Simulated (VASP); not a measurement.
# ZrMoS3 (Pm-3m) in VASP: relaxation of cell and atoms with PBE

Aim: the relaxation of cell and atoms of ZrMoS3 with PBE.

All numbers are computed with VASP 6.6.1; they aren't measurements. Logs are shortened: lines on timing, memory, paths and dates and some standing lists are left out, and cuts for length are marked.

**1. The cell of the first run**

The structure is cubic, space group Pm-3m (No. 221). Conventional cell: a = 4.953 Å, b = 4.953 Å, c = 4.953 Å, α = 90.00°, β = 90.00°, γ = 90.00°. Zr (site symmetry m-3m) has 6 S at 2.48 Å within 3.3 Å. Mo (site symmetry m-3m) has 12 S at 3.50 Å and 8 Zr at 4.29 Å within 4.6 Å. Within 3.3 Å of S (site symmetry 4/mmm) lie 2 Zr at 2.48 Å.

The cell was built from a structure type or drawn by symmetry, and may not be a known phase.

**2. Relaxation of cell and atoms, PBE, collinear spin**

Input file INCAR:

```
SYSTEM = ZrMoS3
ALGO = Fast
EDIFF = 1E-6
EDIFFG = -0.01
ENCUT = 600
GGA = PE
IBRION = 2
ISIF = 3
ISMEAR = 0
ISPIN = 2
KPAR = 4
LASPH = .TRUE.
LCHARG = .FALSE.
LMAXMIX = 4
LORBIT = 11
LREAL = .FALSE.
LWAVE = .FALSE.
MAGMOM = 0 4.34 0 0 0
NELM = 150
NSW = 100
PREC = Accurate
SIGMA = 0.1
```

Input file KPOINTS:

```
k-points
0
G
  8 8 8
  0 0 0
```

Input file POSCAR:

```
ZrMoS3
1.0
    4.9534865274      0.0000000000      0.0000000000
    0.0000000000      4.9534865274      0.0000000000
    0.0000000000      0.0000000000      4.9534865274
Zr Mo S
1 1 3
Direct
    0.5000000000      0.5000000000      0.5000000000
    0.0000000000      0.0000000000      0.0000000000
    0.0000000000      0.5000000000      0.5000000000
    0.5000000000      0.0000000000      0.5000000000
    0.5000000000      0.5000000000      0.0000000000
```

Potentials or basis: VASP PAW PBE potentials, release 64 (Zr_sv, Mo_sv, S).

Command:

```
> cat potpaw_PBE.64/Zr_sv/POTCAR potpaw_PBE.64/Mo_sv/POTCAR potpaw_PBE.64/S/POTCAR > POTCAR
> mpirun -np 4 vasp_std > vasp.out
```

OUTCAR:

```text
SYSTEM = ZrMoS3
   EDIFF = 1E-6
   EDIFFG = -0.01
   ENCUT = 600
   GGA = PE
   IBRION = 2
   ISIF = 3
   ISMEAR = 0
   ISPIN = 2
   LASPH = .TRUE.
   LORBIT = 11
   LREAL = .FALSE.
   NELM = 150
   NSW = 100
   PREC = Accurate

 ion  position               nearest neighbor table
   1  0.500  0.500  0.500-   3 2.48   4 2.48   5 2.48   5 2.48   4 2.48   3 2.48
   2  0.000  0.000  0.000-
   3  0.000  0.500  0.500-   1 2.48   1 2.48
   4  0.500  0.000  0.500-   1 2.48   1 2.48
   5  0.500  0.500  0.000-   1 2.48   1 2.48

  LATTYP: Found a simple cubic cell.
 ALAT       =     4.9534865274

  Lattice vectors:

 A1 = (   4.9534865274,   0.0000000000,   0.0000000000)
 A2 = (   0.0000000000,   4.9534865274,   0.0000000000)
 A3 = (   0.0000000000,   0.0000000000,   4.9534865274)

Analysis of symmetry for initial positions (statically):
=====================================================================
 Subroutine PRICEL returns:
 Original cell was already a primitive cell.

 Routine SETGRP: Setting up the symmetry group for a
 simple cubic supercell.

 Subroutine GETGRP returns: Found 48 space group operations
 (whereof 48 operations were pure point group operations)
 out of a pool of 48 trial point group operations.

The static configuration has the point symmetry O_h .

Analysis of symmetry for dynamics (positions and initial velocities):
=====================================================================
 Subroutine PRICEL returns:
 Original cell was already a primitive cell.

 Routine SETGRP: Setting up the symmetry group for a
 simple cubic supercell.

 Subroutine GETGRP returns: Found 48 space group operations
 (whereof 48 operations were pure point group operations)
 out of a pool of 48 trial point group operations.

The dynamic configuration has the point symmetry O_h .

Analysis of structural, dynamic, and magnetic symmetry:
=====================================================================
 Subroutine PRICEL returns:
 Original cell was already a primitive cell.

 Routine SETGRP: Setting up the symmetry group for a
 simple cubic supercell.

 Subroutine GETGRP returns: Found 48 space group operations
 (whereof 48 operations were pure point group operations)
 out of a pool of 48 trial point group operations.

The overall configuration has the point symmetry O_h .

 Subroutine INISYM returns: Found 48 space group operations
 (whereof 48 operations are pure point group operations),
 and found     1 'primitive' translations

----------------------------------------------------------------------------------------

                                     Primitive cell

  volume of cell :     121.5438

  direct lattice vectors                    reciprocal lattice vectors
     4.953486527  0.000000000  0.000000000     0.201878009  0.000000000  0.000000000
     0.000000000  4.953486527  0.000000000     0.000000000  0.201878009  0.000000000
     0.000000000  0.000000000  4.953486527     0.000000000  0.000000000  0.201878009

  length of vectors
     4.953486527  4.953486527  4.953486527     0.201878009  0.201878009  0.201878009

  position of ions in fractional coordinates (direct lattice)
     0.500000000  0.500000000  0.500000000
     0.000000000  0.000000000  0.000000000
     0.000000000  0.500000000  0.500000000
     0.500000000  0.000000000  0.500000000
     0.500000000  0.500000000  0.000000000

  ion indices of the primitive-cell ions
   primitive index   ion index
                 1           1
                 2           2
                 3           3
                 4           4
                 5           5

----------------------------------------------------------------------------------------

 KPOINTS: k-points

Automatic generation of k-mesh.
 Grid dimensions read from file:
 generate k-points for:    8    8    8

 Generating k-lattice:

  Cartesian coordinates                     Fractional coordinates (reciprocal lattice)
     0.025234751  0.000000000  0.000000000     0.125000000  0.000000000  0.000000000
     0.000000000  0.025234751  0.000000000     0.000000000  0.125000000  0.000000000
     0.000000000  0.000000000  0.025234751     0.000000000  0.000000000  0.125000000

  Length of vectors
     0.025234751  0.025234751  0.025234751

  Shift w.r.t. Gamma in fractional coordinates (k-lattice)
     0.000000000  0.000000000  0.000000000

 Subroutine IBZKPT returns following result:
 ===========================================

 Found     35 irreducible k-points:

 Following reciprocal coordinates:
            Coordinates               Weight
  0.000000  0.000000  0.000000      1.000000
  0.125000  0.000000  0.000000      6.000000
  0.250000  0.000000  0.000000      6.000000
  0.375000  0.000000  0.000000      6.000000
  0.500000  0.000000  0.000000      3.000000
  0.125000  0.125000  0.000000     12.000000
[... 16 lines left out ...]
  0.375000  0.375000  0.125000     24.000000
  0.500000  0.375000  0.125000     24.000000
 [... further k-points ...]
   k-points           NKPTS =     35   k-points in BZ     NKDIM =     35   number of bands    NBANDS=     28
   number of dos      NEDOS =    301   number of ions     NIONS =      5
   total plane-waves  NPLWV =  64000
   dimension x,y,z NGX =    40 NGY =   40 NGZ =   40
   dimension x,y,z NGXF=    80 NGYF=   80 NGZF=   80
   ions per type =               1   1   3
   NGX,Y,Z   is equivalent  to a cutoff of  13.42, 13.42, 13.42 a.u.
   NGXF,Y,Z  is equivalent  to a cutoff of  26.85, 26.85, 26.85 a.u.
 SYSTEM =  ZrMoS3
   PREC   = accura    normal or accurate (medium, high low for compatibility)
   ISTART =      0    job   : 0-new  1-cont  2-samecut
   ICHARG =      2    charge: 1-file 2-atom 10-const
   ISPIN  =      2    spin polarized calculation?
   LNONCOLLINEAR =      F non collinear calculations
   LSORBIT =      F    spin-orbit coupling
   LASPH  =      T    aspherical Exc in radial PAW
   ENCUT  =  600.0 eV  44.10 Ry    6.64 a.u.   9.89  9.89  9.89*2*pi/ulx,y,z
   NELM   =    150;   NELMIN=  2; NELMDL= -5     # of ELM steps
   EDIFF  = 0.1E-05   stopping-criterion for ELM
   LREAL  =      F    real-space projection
   EDIFFG = -.1E-01   stopping-criterion for IOM
   NSW    =    100    number of steps for IOM
   IBRION =      2    ionic relax: 0-MD 1-quasi-New 2-CG
   NFREE  =      1    steps in history (QN), initial steepest desc. (CG)
   ISIF   =      3    stress and relaxation
   ISYM   =      2    0-nonsym 1-usesym 2-fastsym
   POTIM  = 0.5000    time-step for ionic-motion
   TEBEG  =    0.0;   TEEND  =   0.0 temperature during run
   PSTRESS=    0.0 pullay stress
   NELECT =      44.0000    total number of electrons
   NUPDOWN=      -1.0000    fix difference up-down
   EMIN   =  10.00;   EMAX   =-10.00  energy-range for DOS
   EFERMI =   0.00;   METHOD = LEGACY
   ISMEAR =     0;   SIGMA  =   0.10  broadening in eV -4-tet -1-fermi 0-gaus
   EFERMI_NEDOS =   21; number of points for ismear=-14 and -15
   IALGO  =     68    algorithm
   IMIX   =      4    mixing-type and parameters
     AMIX     =   0.40;   BMIX     =  1.00
     AMIX_MAG =   1.60;   BMIX_MAG =  1.00
  volume/ion in A,a.u.               =      24.31       164.04
  Fermi-wavevector in a.u.,A,eV,Ry     =   1.166760  2.204856 18.521993  1.361328
  Thomas-Fermi vector in A             =   2.303269
   LORBIT       =     11    0 simple, 1 ext, 2 COOP (PROOUT), +10 PAW based schemes
   GGA     = PE    functional components
   LHFCALC =     F    Hartree Fock is set to
   AEXX    =    0.0000 exact exchange contribution
   IVDW    =     0    specifies the selected vdW correction
   LEPSILON=     F    determine dielectric tensor
   LRPA    =     F    only Hartree local field effects (RPA)
 conjugate gradient relaxation of ions
 spin polarized calculation
 RMM-DIIS sequential band-by-band and
 Gauss-broadening in eV      SIGMA  =   0.10
  energy-cutoff  :      600.00
  volume of cell :      121.54
 maximum number of plane-waves:      4076
 NGX is ok and might be reduce to    40
   NGX = 19   NGY = 19   NGZ = 19

--------------------------------------- Ionic step        1  -------------------------------------------

 number of electron      44.0000004 magnetization       4.0000236

 Free energy of the ion-electron system (eV)
  ---------------------------------------------------
  ext. energy  EPLUGINS =         0.00000000
  ---------------------------------------------------
  free energy    TOTEN  =       -31.54038456 eV

  energy without entropy =      -31.51778852  energy(sigma->0) =      -31.52908654

------------------------ aborting loop because EDIFF is reached ----------------------------------------

  FORCE on cell =-STRESS in cart. coord.  units (eV):
  Direction    XX          YY          ZZ          XY          YZ          ZX
  --------------------------------------------------------------------------------------
  -------------------------------------------------------------------------------------
  Total       -0.3265196     -0.3265196     -0.3265196     -0.0000000     -0.0000000      0.0000000
  in kB       -4.3041446     -4.3041446     -4.3041446     -0.0000000     -0.0000000      0.0000000
  external PRESSURE =      -4.3041446 kB  Pullay stress =       0.0000000 kB
[... 63 lines left out ...]
  energy  without entropy=      -31.5187387231  energy(sigma->0) =      -31.52989106

--------------------------------------- Ionic step        3  -------------------------------------------

 number of electron      44.0000003 magnetization       4.0000212

 Free energy of the ion-electron system (eV)
  ---------------------------------------------------
  ext. energy  EPLUGINS =         0.00000000
  ---------------------------------------------------
  free energy    TOTEN  =       -31.54137275 eV

  energy without entropy =      -31.51896103  energy(sigma->0) =      -31.53016689

 E-fermi :   4.8331     XC(G=0):  -9.5493

 val. band max:        4.8290512099   @ k =   0.5000   0.1250   0.0000
 cond. band min:       4.8344685252   @ k =   0.5000   0.5000   0.3750
 fundamental gap:      0.0054173152
 Fermi energy:         4.8331216003

 spin component 1

 k-point     1 :       0.0000    0.0000    0.0000
  band No.  band energies     occupation
      1     -56.8798      1.00000
      2     -44.3056      1.00000
      3     -31.0887      1.00000
      4     -31.0887      1.00000
      5     -31.0887      1.00000
      6     -22.4092      1.00000
[... 733 lines left out ...]
     27       7.4511      0.00000
     28       7.8343      0.00000

 [... further k-points ...]

 spin component 2

 k-point     1 :       0.0000    0.0000    0.0000
  band No.  band energies     occupation
      1     -54.4315      1.00000
      2     -44.2624      1.00000
      3     -28.3701      1.00000
      4     -28.3701      1.00000
      5     -28.3701      1.00000
      6     -22.3575      1.00000
[... 767 lines left out ...]
  FREE ENERGIE OF THE ION-ELECTRON SYSTEM (eV)
  ---------------------------------------------------
  free  energy   TOTEN  =       -31.5413727511 eV

  energy  without entropy=      -31.5189610350  energy(sigma->0) =      -31.53016689

 reached required accuracy - stopping structural energy minimisation

 total charge

# of ion       s       p       d       tot
------------------------------------------
    1        2.185   6.036   1.526   9.748
    2        2.081   5.979   3.860  11.921
    3        1.347   2.398   0.000   3.745
    4        1.347   2.398   0.000   3.745
    5        1.347   2.398   0.000   3.745
--------------------------------------------------
tot          8.307  19.211   5.387  32.904

 magnetization (x)

# of ion       s       p       d       tot
------------------------------------------
    1        0.002   0.001   0.065   0.068
    2        0.037   0.023   3.628   3.688
    3        0.001  -0.104   0.000  -0.102
    4        0.001  -0.104   0.000  -0.102
    5        0.001  -0.104   0.000  -0.102
--------------------------------------------------
tot          0.044  -0.287   3.692   3.449
```

It took 6.1 min on 4 MPI ranks of Oxide Virtual Turin-like, shared host; peak memory 0.43 GiB.

Results:

```yaml
Free_energy: -31.5414 eV
Relaxed_volume: 24.16 Å³/atom
Relaxed_cell: a = 4.944 Å, b = 4.944 Å, c = 4.944 Å, α = 90.00°, β = 90.00°, γ = 90.00°
Space_group_after_relaxing_to_0.1_Å: Pm-3m (No. 221)
Energy_gained_by_relaxing: 0.2 meV/atom
Ionic_steps: 3
Pressure_after_relaxing: 0.0 GPa
Band_gap_on_the_k_mesh: zero (filled and empty bands overlap)
Net_moment: 4.00 μB per cell
Site_moments: Zr +0.07; Mo +3.69; S -0.10 μB
Valence_electrons_inside_the_program's_atomic_spheres: Zr 9.75; Mo 11.92; S 3.75
```

The path:
```
step  energy change (eV)  largest force (eV/Å)  pressure (GPa)  volume (Å³)
   1              0.0000                0.0000           -0.43       121.54
   2             -0.0007                0.0000            0.26       120.40
   3             -0.0010                0.0000            0.02       120.81
```

Final structure:
```xyz
5
Lattice="4.9436 0.0000 0.0000 0.0000 4.9436 0.0000 0.0000 0.0000 4.9436" Properties=species:S:1:pos:R:3 pbc="T T T"
Zr    2.4718    2.4718    2.4718
Mo    0.0000    0.0000    0.0000
S     0.0000    2.4718    2.4718
S     2.4718    0.0000    2.4718
S     2.4718    2.4718    0.0000
```
